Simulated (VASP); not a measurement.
# C (C2/m) in VASP: further runs

The runs below take C through single point, with PBEsol.

Program: VASP 6.6.1. These are calculated values, not measurements. Logs are shortened: lines on timing, memory, paths and dates and some standing lists are left out, and cuts for length are marked.

## (1) The cell of the first run

Symmetry: C2/m, No. 12, monoclinic system. The conventional cell has a = 4.138 Å, b = 2.389 Å, c = 3.661 Å, α = 90.00°, β = 111.49°, γ = 90.00°. C (site symmetry m) has 3 C at 1.38 Å within 1.8 Å.

## (2) Single point, PBEsol

Input file INCAR:

```
SYSTEM = C
ALGO     = Normal         ! electronic algorithm
EDIFF    = 1E-7           ! SCF threshold, eV
ENCUT    = 520            ! plane-wave cutoff, eV
GGA      = PS             ! functional
ISIF     = 2              ! what is computed and relaxed
ISMEAR   = -1             ! smearing method
LASPH    = .TRUE.         ! aspherical terms in the spheres
LCHARG   = .FALSE.        ! write CHGCAR
LREAL    = .FALSE.        ! projectors in reciprocal space
LWAVE    = .FALSE.        ! write WAVECAR
NBANDS   = 11             ! bands
NELM     = 100            ! most SCF steps
PREC     = Accurate       ! precision mode
SIGMA    = 0.1            ! smearing width, eV
```

Input file KPOINTS:

```
k-points
0
G
  14 14 8
  0 0 0
```

Input file POSCAR:

```
C
1.0
    2.0690076618     -1.1946133486      0.0000000000
    2.0690076618      1.1946133486      0.0000000000
   -1.3412680726      0.0000000000      3.4068133181
C
2
Direct
    0.8333560000      0.8333560000      0.0000930000
    0.1666440000      0.1666440000      0.9999070000
```

Potentials or basis: VASP PAW PBE potentials, release 64 (C).

Command:

```console
cat potpaw_PBE.64/C/POTCAR > POTCAR
mpirun -np 1 vasp_std > vasp.out
```

OUTCAR:

```text
SYSTEM = C
   EDIFF = 1E-7
   ENCUT = 520
   GGA = PS
   ISIF = 2
   ISMEAR = -1
   LASPH = .TRUE.
   LREAL = .FALSE.
   NELM = 100
   PREC = Accurate

 ion  position               nearest neighbor table
   1  0.833  0.833  0.000-   2 1.38   2 1.38   2 1.38
   2  0.167  0.167  1.000-   1 1.38   1 1.38   1 1.38

  LATTYP: Found a base centered monoclinic cell.
 ALAT       =     4.1380153236
 B/A-ratio  =     0.5773846906
 C/A-ratio  =     0.8848047021
 COS(beta)  =    -0.3663330234

  Lattice vectors:

 A1 = (   2.0690076618,  -1.1946133486,   0.0000000000)
 A2 = (   2.0690076618,   1.1946133486,   0.0000000000)
 A3 = (  -1.3412680726,   0.0000000000,   3.4068133181)

Analysis of symmetry for initial positions (statically):
=====================================================================
 Subroutine PRICEL returns:
 Original cell was already a primitive cell.

 Routine SETGRP: Setting up the symmetry group for a
 base centered monoclinic supercell.

 Subroutine GETGRP returns: Found  4 space group operations
 (whereof  4 operations were pure point group operations)
 out of a pool of  4 trial point group operations.

The static configuration has the point symmetry C_2h.

Analysis of symmetry for dynamics (positions and initial velocities):
=====================================================================
 Subroutine PRICEL returns:
 Original cell was already a primitive cell.

 Routine SETGRP: Setting up the symmetry group for a
 base centered monoclinic supercell.

 Subroutine GETGRP returns: Found  4 space group operations
 (whereof  4 operations were pure point group operations)
 out of a pool of  4 trial point group operations.

The dynamic configuration has the point symmetry C_2h.

 Subroutine INISYM returns: Found  4 space group operations
 (whereof  4 operations are pure point group operations),
 and found     1 'primitive' translations

----------------------------------------------------------------------------------------

                                     Primitive cell

  volume of cell :      16.8410

  direct lattice vectors                    reciprocal lattice vectors
     2.069007662 -1.194613349  0.000000000     0.241661744 -0.418545465  0.095142631
     2.069007662  1.194613349  0.000000000     0.241661744  0.418545465  0.095142631
    -1.341268073  0.000000000  3.406813318     0.000000000  0.000000000  0.293529438

  length of vectors
     2.389119871  2.389119871  3.661335416     0.492577735  0.492577735  0.293529438

  position of ions in fractional coordinates (direct lattice)
     0.833356000  0.833356000  0.000093000
     0.166644000  0.166644000  0.999907000

  ion indices of the primitive-cell ions
   primitive index   ion index
                 1           1
                 2           2

----------------------------------------------------------------------------------------

 KPOINTS: k-points

Automatic generation of k-mesh.
 Grid dimensions read from file:
 generate k-points for:   14   14    8

 Generating k-lattice:

  Cartesian coordinates                     Fractional coordinates (reciprocal lattice)
     0.017261553 -0.029896105  0.006795902     0.071428571  0.000000000  0.000000000
     0.017261553  0.029896105  0.006795902     0.000000000  0.071428571  0.000000000
     0.000000000  0.000000000  0.036691180     0.000000000  0.000000000  0.125000000

  Length of vectors
     0.035184124  0.035184124  0.036691180

  Shift w.r.t. Gamma in fractional coordinates (k-lattice)
     0.000000000  0.000000000  0.000000000

 Subroutine IBZKPT returns following result:
 ===========================================

 Found    429 irreducible k-points:

 Following reciprocal coordinates:
            Coordinates               Weight
  0.000000  0.000000  0.000000      1.000000
  0.071429  0.000000 -0.000000      4.000000
  0.142857 -0.000000  0.000000      4.000000
  0.214286  0.000000  0.000000      4.000000
  0.285714 -0.000000  0.000000      4.000000
  0.357143  0.000000  0.000000      4.000000
[... 16 lines left out ...]
  0.214286  0.142857 -0.000000      4.000000
  0.285714  0.142857  0.000000      4.000000
 [... further k-points ...]
   k-points           NKPTS =    429   k-points in BZ     NKDIM =    429   number of bands    NBANDS=     11
   number of dos      NEDOS =    301   number of ions     NIONS =      2
   total plane-waves  NPLWV =   9072
   dimension x,y,z NGX =    18 NGY =   18 NGZ =   28
   dimension x,y,z NGXF=    36 NGYF=   36 NGZF=   56
   ions per type =               2
   NGX,Y,Z   is equivalent  to a cutoff of  12.53, 12.53, 12.71 a.u.
   NGXF,Y,Z  is equivalent  to a cutoff of  25.05, 25.05, 25.43 a.u.
 SYSTEM =  C
   PREC   = accura    normal or accurate (medium, high low for compatibility)
   ISTART =      0    job   : 0-new  1-cont  2-samecut
   ICHARG =      2    charge: 1-file 2-atom 10-const
   ISPIN  =      1    spin polarized calculation?
   LNONCOLLINEAR =      F non collinear calculations
   LSORBIT =      F    spin-orbit coupling
   LASPH  =      T    aspherical Exc in radial PAW
   ENCUT  =  520.0 eV  38.22 Ry    6.18 a.u.   4.44  4.44  6.81*2*pi/ulx,y,z
   NELM   =    100;   NELMIN=  2; NELMDL= -5     # of ELM steps
   EDIFF  = 0.1E-06   stopping-criterion for ELM
   LREAL  =      F    real-space projection
   EDIFFG = 0.1E-05   stopping-criterion for IOM
   NSW    =      0    number of steps for IOM
   IBRION =     -1    ionic relax: 0-MD 1-quasi-New 2-CG
   NFREE  =      0    steps in history (QN), initial steepest desc. (CG)
   ISIF   =      2    stress and relaxation
   ISYM   =      2    0-nonsym 1-usesym 2-fastsym
   POTIM  = 0.5000    time-step for ionic-motion
   TEBEG  =    0.0;   TEEND  =   0.0 temperature during run
   PSTRESS=    0.0 pullay stress
   NELECT =       8.0000    total number of electrons
   NUPDOWN=      -1.0000    fix difference up-down
   EMIN   =  10.00;   EMAX   =-10.00  energy-range for DOS
   EFERMI =   0.00;   METHOD = LEGACY
   ISMEAR =    -1;   SIGMA  =   0.10  broadening in eV -4-tet -1-fermi 0-gaus
   EFERMI_NEDOS =   21; number of points for ismear=-14 and -15
   IALGO  =     38    algorithm
   IMIX   =      4    mixing-type and parameters
     AMIX     =   0.40;   BMIX     =  1.00
     AMIX_MAG =   1.60;   BMIX_MAG =  1.00
  volume/ion in A,a.u.               =       8.42        56.82
  Fermi-wavevector in a.u.,A,eV,Ry     =   1.277367  2.413873 22.200157  1.631665
  Thomas-Fermi vector in A             =   2.409970
   LORBIT       =      0    0 simple, 1 ext, 2 COOP (PROOUT), +10 PAW based schemes
   GGA     = PS    functional components
   LHFCALC =     F    Hartree Fock is set to
   AEXX    =    0.0000 exact exchange contribution
   IVDW    =     0    specifies the selected vdW correction
   LEPSILON=     F    determine dielectric tensor
   LRPA    =     F    only Hartree local field effects (RPA)
 non-spin polarized calculation
  energy-cutoff  :      520.00
  volume of cell :       16.84
 maximum number of plane-waves:       471
 NGX is ok and might be reduce to    18
   NGX =  9   NGY =  9   NGZ = 13

 number of electron       8.0000002 magnetization

 Free energy of the ion-electron system (eV)
  ---------------------------------------------------
  ext. energy  EPLUGINS =         0.00000000
  ---------------------------------------------------
  free energy    TOTEN  =       -19.16133929 eV

  energy without entropy =      -19.16111054  energy(sigma->0) =      -19.16122492

 E-fermi :   5.0856     XC(G=0): -10.6248

 val. band max:        4.6949855164   @ k =  -0.2857   0.3571   0.1250
 cond. band min:       5.5004910539   @ k =  -0.3571   0.3571   0.5000
 fundamental gap:      0.8055055375
 Fermi energy:         5.0856133119

 k-point     1 :       0.0000    0.0000    0.0000
  band No.  band energies     occupation
      1     -15.3241      2.00000
      2      -2.3051      2.00000
      3       2.1158      2.00000
      4       2.1195      2.00000
      5       8.5918      0.00000
      6      14.0109      0.00000
      7      14.0137      0.00000
      8      17.6163      0.00000
      9      19.9867      0.00000
     10      28.6928      0.00000
     11      30.3612      0.00000

 k-point     2 :       0.0714    0.0000   -0.0000
  band No.  band energies     occupation
      1     -15.1944      2.00000
      2      -2.1658      2.00000
      3       1.6134      2.00000
      4       1.8377      2.00000
      5       8.7742      0.00000
      6      14.0909      0.00000
      7      14.5805      0.00000
      8      17.1286      0.00000
      9      20.1738      0.00000
     10      29.1267      0.00000
     11      29.7694      0.00000

 k-point     3 :       0.1429   -0.0000    0.0000
  band No.  band energies     occupation
      1     -14.8063      2.00000
      2      -1.7501      2.00000
      3       0.2884      2.00000
      4       1.1451      2.00000
      5       9.3220      0.00000
      6      14.1819      0.00000
      7      15.8138      0.00000
      8      16.1227      0.00000
      9      20.7553      0.00000
     10      27.9231      0.00000
     11      30.2505      0.00000
[... 267 lines left out ...]
 k-point    23 :       0.2143    0.1429   -0.0000
  band No.  band energies     occupation
      1     -14.3984      2.00000
      2      -1.5220      2.00000
      3      -0.6478      2.00000
      4       0.3787      2.00000
      5      10.2889      0.00000
      6      14.4524      0.00000
      7      14.6820      0.00000
      8      16.9645      0.00000
      9      21.5833      0.00000
     10      25.8008      0.00000
     11      30.8018      0.00000

 k-point    24 :       0.2857    0.1429    0.0000
  band No.  band energies     occupation
      1     -13.7529      2.00000
      2      -1.8622      2.00000
      3      -0.8852      2.00000
      4      -0.7952      2.00000
      5      11.3059      0.00000
      6      13.0616      0.00000
      7      15.3709      0.00000
      8      17.5797      0.00000
      9      22.8499      0.00000
     10      23.7904      0.00000
     11      30.0913      0.00000

 [... further k-points ...]

------------------------ aborting loop because EDIFF is reached ----------------------------------------

  FORCE on cell =-STRESS in cart. coord.  units (eV):
  Direction    XX          YY          ZZ          XY          YZ          ZX
  --------------------------------------------------------------------------------------
  -------------------------------------------------------------------------------------
  Total        4.3608840      4.3570234      0.0879592      0.0000000      0.0000000     -0.0044968
  in kB      414.8750517    414.5077740      8.3680506      0.0000000      0.0000000     -0.4278053
  external PRESSURE =     279.2502921 kB  Pullay stress =       0.0000000 kB

 VOLUME and BASIS-vectors are now :
 -----------------------------------------------------------------------------
  energy-cutoff  :      520.00
  volume of cell :       16.84
      direct lattice vectors                 reciprocal lattice vectors
     2.069007662 -1.194613349  0.000000000     0.241661744 -0.418545465  0.095142631
     2.069007662  1.194613349  0.000000000     0.241661744  0.418545465  0.095142631
    -1.341268073  0.000000000  3.406813318     0.000000000  0.000000000  0.293529438

 POSITION                                       TOTAL-FORCE (eV/Angst)
 -----------------------------------------------------------------------------------
      3.44832      0.00000      0.00032         0.004693      0.000000     -0.001567
     -0.65157      0.00000      3.40650        -0.004693      0.000000      0.001567
 -----------------------------------------------------------------------------------
    total drift:                                0.000000      0.000000     -0.000000

  FREE ENERGIE OF THE ION-ELECTRON SYSTEM (eV)
  ---------------------------------------------------
  free  energy   TOTEN  =       -19.1613392928 eV

  energy  without entropy=      -19.1611105444  energy(sigma->0) =      -19.16122492
```

Run time: 52 s. Hardware: 1 thread of Intel Xeon Platinum 8375C at 2.90GHz (Ice Lake), shared host; peak memory 0.17 GiB.

What came out:

- Free energy: -19.1613 eV
- Pressure: 27.9 GPa
- Largest force: 0.005 eV/Å

Forces on the atoms (eV/Å):
```
C    0.005  0.000 -0.002
C   -0.005  0.000  0.002
```

Caveat: the cell stands under pressure; this functional lacks dispersion, which binds the layers, so the pressure and a relaxed spacing across them are unreliable; the PAW data sets were made with another functional, which shifts forces and pressure a little.

(Continued in part 2 of 2.)
